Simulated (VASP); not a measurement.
# Ir (P6_3/mmc) in VASP: a series of runs, part 2 of 2

VASP 6.6.1.

### 3 Single point, PBEsol

The input, INCAR:

```
SYSTEM = Ir
PREC     = Accurate       ! precision mode
ENCUT    = 560            ! plane-wave cutoff, eV
EDIFF    = 1E-6           ! SCF threshold, eV
ISMEAR   = -1             ! smearing method
SIGMA    = 0.08           ! smearing width, eV
LREAL    = .False.        ! projectors in reciprocal space
LASPH    = .True.         ! aspherical terms in the spheres
NELM     = 120            ! most SCF steps
ALGO     = Normal         ! electronic algorithm
ISIF     = 2              ! what is computed and relaxed
LWAVE    = .False.        ! write WAVECAR
LCHARG   = .True.         ! write CHGCAR
GGA      = PS             ! functional
LELF     = .True.         ! ELF
LVHAR    = .True.       
NBANDS   = 24             ! bands
GGA_COMPAT= .False.
```

The input, KPOINTS:

```
Automatic mesh
0
Gamma
  16 16 9
  0 0 0
```

The input, POSCAR:

```
Ir
1.0
    2.3866999356      0.0000000000      0.0000000000
   -1.1933499678      2.0669427754      0.0000000000
    0.0000000000      0.0000000000      3.8934104508
Ir
2
Direct
    0.3333333333      0.6666666667      0.2500000000
    0.6666666667      0.3333333333      0.7500000000
```

Potentials or basis: VASP PAW PBE potentials, release 64 (Ir_sv_GW).

Run with:

```sh
cat potpaw_PBE.64/Ir_sv_GW/POTCAR > POTCAR
mpirun -np 1 vasp_std > vasp.out
```

OUTCAR:

```text
SYSTEM = Ir
   PREC = Accurate
   ENCUT = 560
   EDIFF = 1E-6
   ISMEAR = -1
   LREAL = .False.
   LASPH = .True.
   NELM = 120
   ISIF = 2
   GGA = PS

 ion  position               nearest neighbor table
   1  0.333  0.667  0.250-   2 2.39   2 2.39   2 2.39   2 2.39   2 2.39   2 2.39
   2  0.667  0.333  0.750-   1 2.39   1 2.39   1 2.39   1 2.39   1 2.39   1 2.39

  LATTYP: Found a hexagonal cell.
 ALAT       =     2.3866999356
 C/A-ratio  =     1.6312944886

  Lattice vectors:

 A1 = (   2.3866999356,   0.0000000000,   0.0000000000)
 A2 = (  -1.1933499678,   2.0669427754,   0.0000000000)
 A3 = (   0.0000000000,   0.0000000000,   3.8934104508)

Analysis of symmetry for initial positions (statically):
=====================================================================
 Subroutine PRICEL returns:
 Original cell was already a primitive cell.

 Routine SETGRP: Setting up the symmetry group for a
 hexagonal supercell.

 Subroutine GETGRP returns: Found 24 space group operations
 (whereof 12 operations were pure point group operations)
 out of a pool of 24 trial point group operations.

The static configuration has the point symmetry D_3d.
[... 159 lines left out ...]

  energy without entropy =      -13.31566625  energy(sigma->0) =      -13.32907057

 E-fermi :  22.0169     XC(G=0): -17.3380

 val. band max:       22.0115616893   @ k =   0.5000   0.0000   0.2222
 cond. band min:      22.0373396840   @ k =   0.3750   0.1250   0.2222
 fundamental gap:      0.0257779947
 Fermi energy:        22.0169250450

 k-point     1 :       0.0000    0.0000    0.0000
  band No.  band energies     occupation
      1     -72.8581      2.00000
      2     -72.4788      2.00000
      3     -31.3140      2.00000
      4     -28.7875      2.00000
      5     -28.7875      2.00000
      6     -28.4163      2.00000
[... 637 lines left out ...]
     23      36.1302      0.00000
     24      37.2849      0.00000

 [... further k-points ...]

------------------------ aborting loop because EDIFF is reached ----------------------------------------

  FORCE on cell =-STRESS in cart. coord.  units (eV):
  Direction    XX          YY          ZZ          XY          YZ          ZX
  --------------------------------------------------------------------------------------
  -------------------------------------------------------------------------------------
  Total       44.7516282     44.7516282     44.7380253     -0.0000000      0.0000000      0.0000000
  in kB     3733.0427104   3733.0427102   3731.9079987     -0.0000000      0.0000000      0.0000000
  external PRESSURE =    3732.6644731 kB  Pullay stress =       0.0000000 kB

 VOLUME and BASIS-vectors are now :
 -----------------------------------------------------------------------------
  energy-cutoff  :      560.00
  volume of cell :       19.21
      direct lattice vectors                 reciprocal lattice vectors
     2.386699936  0.000000000  0.000000000     0.418988573  0.241903165  0.000000000
    -1.193349968  2.066942775  0.000000000     0.000000000  0.483806331  0.000000000
     0.000000000  0.000000000  3.893410451     0.000000000  0.000000000  0.256844228

 POSITION                                       TOTAL-FORCE (eV/Angst)
 -----------------------------------------------------------------------------------
     -0.00000      1.37796      0.97335        -0.000000     -0.000000      0.000000
      1.19335      0.68898      2.92006         0.000000      0.000000      0.000000
 -----------------------------------------------------------------------------------
    total drift:                               -0.000000      0.000000     -0.000000

  FREE ENERGIE OF THE ION-ELECTRON SYSTEM (eV)
  ---------------------------------------------------
  free  energy   TOTEN  =       -13.3424749011 eV

  energy  without entropy=      -13.3156662478  energy(sigma->0) =      -13.32907057
```

It took 41 s on 1 thread of Intel Xeon Platinum 8488C (Sapphire Rapids), shared host; peak memory 0.19 GiB.

Results:

* Free energy: -13.3425 eV
* Pressure: 373.3 GPa
* Band gap on the k mesh: zero (bands 17 and 18 overlap by 6.00 eV)

Caveat: the cell stands under pressure; the PAW data sets were made with another functional, which shifts forces and pressure a little; spin-orbit coupling is left out, which moves the levels of the heavy elements.

### 4 Single point, PBEsol

This run uses another cell than the first one, of 6.36 Å³/atom.

The input, INCAR:

```
ALGO = Normal
EDIFF = 1E-6
ENCUT = 560
GGA = PS
GGA_COMPAT = F
ISIF = 2
ISMEAR = -1
LASPH = T
LCHARG = F
LREAL = F
LWAVE = F
NBANDS = 24
NELM = 120
PREC = Accurate
SIGMA = 0.08
```

The input, KPOINTS:

```
k-points
0
Gamma
  16 16 9
```

The input, POSCAR:

```
Ir
1.0
    2.0771033452      0.0000000000      0.0000000000
   -1.0385516726      1.7988242632      0.0000000000
    0.0000000000      0.0000000000      3.4018348330
Ir
2
Direct
    0.3333333333      0.6666666667      0.2500000000
    0.6666666667      0.3333333333      0.7500000000
```

Run with:

```sh
cat potpaw_PBE.64/Ir_sv_GW/POTCAR > POTCAR
mpirun -np 1 vasp_std > vasp.out
```

Run time: 21 s. Hardware: 1 thread of Intel Xeon Platinum 8488C (Sapphire Rapids), shared host; peak memory 0.16 GiB.

The run converged, but its numbers aren't listed here, since they failed a check.

Caveat: the cell stands under pressure; the PAW data sets were made with another functional, which shifts forces and pressure a little; spin-orbit coupling is left out, which moves the levels of the heavy elements.

### 5 Single point, PBEsol

This run uses another cell than the first one, of 14.12 Å³/atom.

The input, INCAR:

```
SYSTEM = Ir
PREC = Accurate ; ENCUT = 560
EDIFF = 1E-6 ; ISMEAR = -1
SIGMA = 0.08 ; LREAL = .FALSE.
LASPH = .TRUE. ; NELM = 120
ALGO = Normal ; ISIF = 2
LWAVE = .FALSE. ; LCHARG = .FALSE.
GGA = PS ; NBANDS = 24
GGA_COMPAT = .FALSE.
```

The input, KPOINTS:

```
Automatic mesh
0
G
  16 16 9
  0 0 0
```

The input, POSCAR:

```
Ir
1.0
    2.7201297417      0.0000000000      0.0000000000
   -1.3600648709      2.3557014579      0.0000000000
    0.0000000000      0.0000000000      4.4079603801
Ir
2
Direct
    0.3333333333      0.6666666667      0.2500000000
    0.6666666667      0.3333333333      0.7500000000
```

Run with:

```sh
cat potpaw_PBE.64/Ir_sv_GW/POTCAR > POTCAR
mpirun -np 1 vasp_std > vasp.out
```

Run time: 42 s. Hardware: 1 thread of AMD EPYC 9R45 (Zen 5), shared host; peak memory 0.2 GiB.

Results (log left out):

* Free energy: -20.6622 eV
* Pressure: -1.8 GPa
* Band gap on the k mesh: zero (bands 17 and 18 overlap by 3.32 eV)

Levels at points of the mesh, in eV from the Fermi level:
| k point | band 13 | band 14 | band 15 | band 16 | band 17 | band 18 | band 19 | band 20 | band 21 | band 22 |
| --- | --- | --- | --- | --- | --- | --- | --- | --- | --- | --- |
| (0.00, 0.00, 0.00) | -3.89 | -3.23 | -3.23 | -2.42 | -2.42 | -0.88 | 0.27 | 0.27 | 7.06 | 13.62 |
| (0.50, 0.00, 0.00) | -3.61 | -3.52 | -3.02 | 0.71 | 0.99 | 1.14 | 2.96 | 4.41 | 8.13 | 10.25 |

Caveat: the PAW data sets were made with another functional, which shifts forces and pressure a little; spin-orbit coupling is left out, which moves the levels of the heavy elements.

The gap in the log of VASP goes by the Fermi energy; the results here count the filled bands.